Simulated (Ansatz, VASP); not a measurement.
Two plane-wave programs on Al2Pt

```
CELL_PARAMETERS angstrom
0.00000 2.91151 2.91151
2.91151 0.00000 2.91151
2.91151 2.91151 0.00000
ATOMIC_POSITIONS crystal
Al 0.25000 0.25000 0.25000
Al 0.75000 0.75000 0.75000
Pt 0.00000 0.00000 0.00000
```

Alike in both runs: functional r2SCAN; k mesh 10 × 10 × 10; occupations fermi-dirac, width 0.1 eV; no spin polarisation.

Ansatz relaxed the structure, and its values are those at the end. VASP's run is a single point on that final structure, the one shown.

```csv
,VASP,Ansatz
version,VASP 6.6.1,Ansatz 0.2.0
potentials or method,"VASP PAW PBE potentials, release 64 (Al, Pt), cutoff 520 eV",PAW plane waves
valence electrons in the cell,16,24
```

|  | VASP | Ansatz | Ansatz less VASP |
| --- | --- | --- | --- |
| pressure (GPa) | 6.2 | 6.4 | +0.15 |

VASP's potentials were made for PBE, not for r2SCAN. The functional is the same, so the differences come from potentials, cutoffs and numerics. VASP's potentials hold 16 valence electrons a cell and Ansatz's 24, so a difference there can come from the potentials and not from the codes. Ansatz's warnings: stress scf threshold loose.

Spin-orbit coupling is off throughout.
